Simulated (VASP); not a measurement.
# C in VASP: further runs

Runs on C. Level: PBE. Tasks: single point.

Program: VASP 6.6.1. These are calculated values, not measurements. Logs are shortened: lines on timing, memory, paths and dates and some standing lists are left out, and cuts for length are marked.

### Step 1. The cell of the first run

The structure is cubic, space group Fd-3m (No. 227). The conventional cell has a = 4.021 Å, b = 4.021 Å, c = 4.021 Å, α = 90.00°, β = 90.00°, γ = 90.00°. Within 2.3 Å of C (site symmetry -43m) lie 4 C at 1.74 Å.

### Step 2. Single point, PBE

The input, INCAR:

```
SYSTEM = C
  PREC = Accurate
  ENCUT = 520
  EDIFF = 1E-7
  ISMEAR = -1
  SIGMA = 0.05
  LREAL = .FALSE.
  LASPH = .TRUE.
  NELM = 100
  ALGO = Normal
  ISIF = 2
  LWAVE = .FALSE.
  LCHARG = .FALSE.
  GGA = PE
  NBANDS = 11
```

The input, KPOINTS:

```
Automatic mesh
0
G
  13 13 13
  0 0 0
```

The input, POSCAR:

```
C
1.0
    0.0000000000      2.0103628793      2.0103628793
    2.0103628793      0.0000000000      2.0103628793
    2.0103628793      2.0103628793      0.0000000000
C
2
Direct
   -0.1250000000     -0.1250000000     -0.1250000000
    0.1250000000      0.1250000000      0.1250000000
```

Potentials or basis: VASP PAW PBE potentials, release 64 (C).

Run with:

```bash
$ cat potpaw_PBE.64/C/POTCAR > POTCAR
$ mpirun -np 1 vasp_std > vasp.out
```

OUTCAR:

```text
SYSTEM = C
   PREC = Accurate
   ENCUT = 520
   EDIFF = 1E-7
   ISMEAR = -1
   LREAL = .FALSE.
   LASPH = .TRUE.
   NELM = 100
   ISIF = 2
   GGA = PE

 ion  position               nearest neighbor table
   1  0.875  0.875  0.875-   2 1.74   2 1.74   2 1.74   2 1.74
   2  0.125  0.125  0.125-   1 1.74   1 1.74   1 1.74   1 1.74

  LATTYP: Found a face centered cubic cell.
 ALAT       =     4.0207257586

  Lattice vectors:

 A1 = (   0.0000000000,   2.0103628793,   2.0103628793)
 A2 = (   2.0103628793,   0.0000000000,   2.0103628793)
 A3 = (   2.0103628793,   2.0103628793,   0.0000000000)

Analysis of symmetry for initial positions (statically):
=====================================================================
 Subroutine PRICEL returns:
 Original cell was already a primitive cell.

 Routine SETGRP: Setting up the symmetry group for a
 face centered cubic supercell.

 Subroutine GETGRP returns: Found 48 space group operations
 (whereof 12 operations were pure point group operations)
 out of a pool of 48 trial point group operations.

The static configuration has the point symmetry D_3d.
 The point group associated with its full space group is O_h .

Analysis of symmetry for dynamics (positions and initial velocities):
=====================================================================
 Subroutine PRICEL returns:
 Original cell was already a primitive cell.

 Routine SETGRP: Setting up the symmetry group for a
 face centered cubic supercell.

 Subroutine GETGRP returns: Found 48 space group operations
 (whereof 12 operations were pure point group operations)
 out of a pool of 48 trial point group operations.

The dynamic configuration has the point symmetry D_3d.
 The point group associated with its full space group is O_h .

 Subroutine INISYM returns: Found 48 space group operations
 (whereof 12 operations are pure point group operations),
 and found     1 'primitive' translations

----------------------------------------------------------------------------------------

                                     Primitive cell

  volume of cell :      16.2500

  direct lattice vectors                    reciprocal lattice vectors
     0.000000000  2.010362879  2.010362879    -0.248711317  0.248711317  0.248711317
     2.010362879  0.000000000  2.010362879     0.248711317 -0.248711317  0.248711317
     2.010362879  2.010362879  0.000000000     0.248711317  0.248711317 -0.248711317

  length of vectors
     2.843082449  2.843082449  2.843082449     0.430780638  0.430780638  0.430780638

  position of ions in fractional coordinates (direct lattice)
     0.875000000  0.875000000  0.875000000
     0.125000000  0.125000000  0.125000000

  ion indices of the primitive-cell ions
   primitive index   ion index
                 1           1
                 2           2

----------------------------------------------------------------------------------------

 KPOINTS: Automatic mesh

Automatic generation of k-mesh.
 Grid dimensions read from file:
 generate k-points for:   13   13   13

 Generating k-lattice:

  Cartesian coordinates                     Fractional coordinates (reciprocal lattice)
    -0.019131640  0.019131640  0.019131640     0.076923077  0.000000000  0.000000000
     0.019131640 -0.019131640  0.019131640     0.000000000  0.076923077  0.000000000
     0.019131640  0.019131640 -0.019131640     0.000000000  0.000000000  0.076923077

  Length of vectors
     0.033136972  0.033136972  0.033136972

  Shift w.r.t. Gamma in fractional coordinates (k-lattice)
     0.000000000  0.000000000  0.000000000

 Subroutine IBZKPT returns following result:
 ===========================================

 Found     84 irreducible k-points:

 Following reciprocal coordinates:
            Coordinates               Weight
  0.000000  0.000000  0.000000      1.000000
  0.076923  0.000000  0.000000      8.000000
  0.153846  0.000000  0.000000      8.000000
  0.230769  0.000000  0.000000      8.000000
  0.307692  0.000000  0.000000      8.000000
  0.384615  0.000000  0.000000      8.000000
[... 16 lines left out ...]
  0.384615  0.153846  0.000000     24.000000
  0.461538  0.153846  0.000000     24.000000
 [... further k-points ...]
   k-points           NKPTS =     84   k-points in BZ     NKDIM =     84   number of bands    NBANDS=     11
   number of dos      NEDOS =    301   number of ions     NIONS =      2
   total plane-waves  NPLWV =  13824
   dimension x,y,z NGX =    24 NGY =   24 NGZ =   24
   dimension x,y,z NGXF=    48 NGYF=   48 NGZF=   48
   ions per type =               2
   NGX,Y,Z   is equivalent  to a cutoff of  14.03, 14.03, 14.03 a.u.
   NGXF,Y,Z  is equivalent  to a cutoff of  28.07, 28.07, 28.07 a.u.
 SYSTEM =  C
   PREC   = accura    normal or accurate (medium, high low for compatibility)
   ISTART =      0    job   : 0-new  1-cont  2-samecut
   ICHARG =      2    charge: 1-file 2-atom 10-const
   ISPIN  =      1    spin polarized calculation?
   LNONCOLLINEAR =      F non collinear calculations
   LSORBIT =      F    spin-orbit coupling
   LASPH  =      T    aspherical Exc in radial PAW
   ENCUT  =  520.0 eV  38.22 Ry    6.18 a.u.   5.29  5.29  5.29*2*pi/ulx,y,z
   NELM   =    100;   NELMIN=  2; NELMDL= -5     # of ELM steps
   EDIFF  = 0.1E-06   stopping-criterion for ELM
   LREAL  =      F    real-space projection
   EDIFFG = 0.1E-05   stopping-criterion for IOM
   NSW    =      0    number of steps for IOM
   IBRION =     -1    ionic relax: 0-MD 1-quasi-New 2-CG
   NFREE  =      0    steps in history (QN), initial steepest desc. (CG)
   ISIF   =      2    stress and relaxation
   ISYM   =      2    0-nonsym 1-usesym 2-fastsym
   POTIM  = 0.5000    time-step for ionic-motion
   TEBEG  =    0.0;   TEEND  =   0.0 temperature during run
   PSTRESS=    0.0 pullay stress
   NELECT =       8.0000    total number of electrons
   NUPDOWN=      -1.0000    fix difference up-down
   EMIN   =  10.00;   EMAX   =-10.00  energy-range for DOS
   EFERMI =   0.00;   METHOD = LEGACY
   ISMEAR =    -1;   SIGMA  =   0.05  broadening in eV -4-tet -1-fermi 0-gaus
   EFERMI_NEDOS =   21; number of points for ismear=-14 and -15
   IALGO  =     38    algorithm
   IMIX   =      4    mixing-type and parameters
     AMIX     =   0.40;   BMIX     =  1.00
     AMIX_MAG =   1.60;   BMIX_MAG =  1.00
  volume/ion in A,a.u.               =       8.13        54.83
  Fermi-wavevector in a.u.,A,eV,Ry     =   1.292668  2.442789 22.735211  1.670991
  Thomas-Fermi vector in A             =   2.424362
   LORBIT       =      0    0 simple, 1 ext, 2 COOP (PROOUT), +10 PAW based schemes
   GGA     = PE    functional components
   LHFCALC =     F    Hartree Fock is set to
   AEXX    =    0.0000 exact exchange contribution
   IVDW    =     0    specifies the selected vdW correction
   LEPSILON=     F    determine dielectric tensor
   LRPA    =     F    only Hartree local field effects (RPA)
 non-spin polarized calculation
  energy-cutoff  :      520.00
  volume of cell :       16.25
 maximum number of plane-waves:       449
 NGX is ok and might be reduce to    24
   NGX = 11   NGY = 11   NGZ = 11

 number of electron       8.0000000 magnetization

 Free energy of the ion-electron system (eV)
  ---------------------------------------------------
  ext. energy  EPLUGINS =         0.00000000
  ---------------------------------------------------
  free energy    TOTEN  =       -16.62680604 eV

  energy without entropy =      -16.62680604  energy(sigma->0) =      -16.62680604

 E-fermi :   6.0540     XC(G=0): -11.5152

 val. band max:        5.1878729744   @ k =   0.0000   0.0000   0.0000
 cond. band min:       8.5783500992   @ k =   0.3846   0.3846   0.0000
 fundamental gap:      3.3904771248
 Fermi energy:         6.0539739846

 k-point     1 :       0.0000    0.0000    0.0000
  band No.  band energies     occupation
      1     -12.0459      2.00000
      2       5.1879      2.00000
      3       5.1879      2.00000
      4       5.1879      2.00000
      5       9.8039      0.00000
      6       9.8039      0.00000
      7       9.8039      0.00000
      8      11.3056      0.00000
      9      20.5104      0.00000
     10      28.1555      0.00000
     11      28.1555      0.00000

 k-point     2 :       0.0769    0.0000    0.0000
  band No.  band energies     occupation
      1     -11.9202      2.00000
      2       4.3361      2.00000
      3       5.0035      2.00000
      4       5.0035      2.00000
      5      10.0445      0.00000
      6      10.0445      0.00000
      7      10.0672      0.00000
      8      11.6965      0.00000
      9      20.7467      0.00000
     10      26.7145      0.00000
     11      26.7145      0.00000

 k-point     3 :       0.1538    0.0000    0.0000
  band No.  band energies     occupation
      1     -11.5450      2.00000
      2       2.5391      2.00000
      3       4.5729      2.00000
      4       4.5729      2.00000
      5      10.1655      0.00000
      6      10.6128      0.00000
      7      10.6128      0.00000
      8      12.8626      0.00000
      9      21.2972      0.00000
     10      25.4964      0.00000
     11      25.4964      0.00000

 k-point     4 :       0.2308    0.0000    0.0000
  band No.  band energies     occupation
      1     -10.9293      2.00000
      2       0.5054      2.00000
      3       4.0896      2.00000
      4       4.0896      2.00000
      5      10.0598      0.00000
      6      11.2332      0.00000
      7      11.2332      0.00000
      8      14.2659      0.00000
      9      21.7906      0.00000
     10      24.9475      0.00000
     11      24.9475      0.00000
[... 239 lines left out ...]
 k-point    22 :       0.3077    0.1538    0.0000
  band No.  band energies     occupation
      1     -10.2363      2.00000
      2      -0.1291      2.00000
      3       2.7358      2.00000
      4       2.8338      2.00000
      5       9.8985      0.00000
      6      11.8577      0.00000
      7      13.1364      0.00000
      8      14.1274      0.00000
      9      21.6825      0.00000
     10      22.4883      0.00000
     11      28.0313      0.00000

 k-point    23 :       0.3846    0.1538    0.0000
  band No.  band energies     occupation
      1      -9.3471      2.00000
      2      -1.9505      2.00000
      3       2.2753      2.00000
      4       2.5102      2.00000
      5      10.2909      0.00000
      6      12.0319      0.00000
      7      13.4179      0.00000
      8      14.9454      0.00000
      9      22.2891      0.00000
     10      22.4642      0.00000
     11      27.9822      0.00000

 k-point    24 :       0.4615    0.1538    0.0000
  band No.  band energies     occupation
      1      -8.3512      2.00000
      2      -3.5647      2.00000
      3       1.7796      2.00000
      4       2.4671      2.00000
      5      10.4588      0.00000
      6      12.2966      0.00000
      7      13.4225      0.00000
      8      15.8494      0.00000
      9      21.9624      0.00000
     10      23.2331      0.00000
     11      27.7277      0.00000

 [... further k-points ...]
[... 5 lines left out ...]
  --------------------------------------------------------------------------------------
  -------------------------------------------------------------------------------------
  Total       -7.8261800     -7.8261800     -7.8261800     -0.0000000      0.0000000      0.0000000
  in kB     -771.6263488   -771.6263488   -771.6263488     -0.0000000      0.0000000      0.0000000
  external PRESSURE =    -771.6263488 kB  Pullay stress =       0.0000000 kB

 VOLUME and BASIS-vectors are now :
 -----------------------------------------------------------------------------
  energy-cutoff  :      520.00
  volume of cell :       16.25
      direct lattice vectors                 reciprocal lattice vectors
     0.000000000  2.010362879  2.010362879    -0.248711317  0.248711317  0.248711317
     2.010362879  0.000000000  2.010362879     0.248711317 -0.248711317  0.248711317
     2.010362879  2.010362879  0.000000000     0.248711317  0.248711317 -0.248711317

 POSITION                                       TOTAL-FORCE (eV/Angst)
 -----------------------------------------------------------------------------------
      3.51814      3.51814      3.51814         0.000000      0.000000      0.000000
      0.50259      0.50259      0.50259        -0.000000     -0.000000     -0.000000
 -----------------------------------------------------------------------------------
    total drift:                                0.000000      0.000000      0.000000

  FREE ENERGIE OF THE ION-ELECTRON SYSTEM (eV)
  ---------------------------------------------------
  free  energy   TOTEN  =       -16.6268060360 eV

  energy  without entropy=      -16.6268060359  energy(sigma->0) =      -16.62680604
```

It took 29 s on 1 thread of AMD EPYC 7R13, shared host; peak memory 0.1 GiB.

Results:

```
Free energy            : -16.6268 eV
Pressure               : -77.2 GPa
Band gap on the k mesh : 3.39 eV, indirect (least direct gap 4.62 eV)
```

### Step 3. Single point, PBE (shortest bond scaled by 0.94)

The input, INCAR:

```
PREC = Accurate
ENCUT = 520
EDIFF = 1E-6
ISMEAR = -1
SIGMA = 0.05
LREAL = False
LASPH = True
NELM = 60
ALGO = Normal
ISIF = 2
LWAVE = False
LCHARG = True
GGA = PE
LELF = True
LVHAR = True
NBANDS = 11
```

The input, KPOINTS:

```
regular mesh
0
Gamma
  13 13 13
```

The input, POSCAR:

```
C
1.0
    0.0000000000      2.0103628793      2.0103628793
    2.0103628793      0.0000000000      2.0103628793
    2.0103628793      2.0103628793      0.0000000000
C
2
Direct
   -0.1475000000     -0.1175000000     -0.1175000000
    0.1475000000      0.1175000000      0.1175000000
```

Potentials or basis: VASP PAW PBE potentials, release 64 (C).

Run with:

```bash
$ cat potpaw_PBE.64/C/POTCAR > POTCAR
$ mpirun -np 1 vasp_std > vasp.out
```

Wall time 71 s (1 thread of AMD EPYC 7R13, shared host); peak memory 0.12 GiB.

It converged, with:

| Property | Result |
| --- | --- |
| Free energy | -16.5209 eV |
| Pressure | -75.6 GPa |
| Largest force | 2.094 eV/Å |
| Band gap on the k mesh | 2.52 eV, indirect (least direct gap 3.25 eV) |

Forces on the atoms (eV/Å):
```
C   -1.209  1.209  1.209
C    1.209 -1.209 -1.209
```

Stress tensor (GPa, compression positive):
```
-75.60   5.37   5.37
  5.37 -75.60  -5.37
  5.37  -5.37 -75.60
```

Levels at points of the mesh, in eV from the valence-band top:
```tsv
k point	band 1	band 2	band 3	band 4	band 5	band 6	band 7	band 8	band 9
(0.00, 0.00, 0.00)	-17.96	-2.00	0.00	0.00	3.25	3.25	5.00	5.65	14.58
```

Caveat: the cell differs from its parent crystal (shortest bond scaled by 0.94); forces of over 1 eV/Å act on the atoms, so gaps and moduli don't describe the material at rest. A k mesh can miss the band edges.
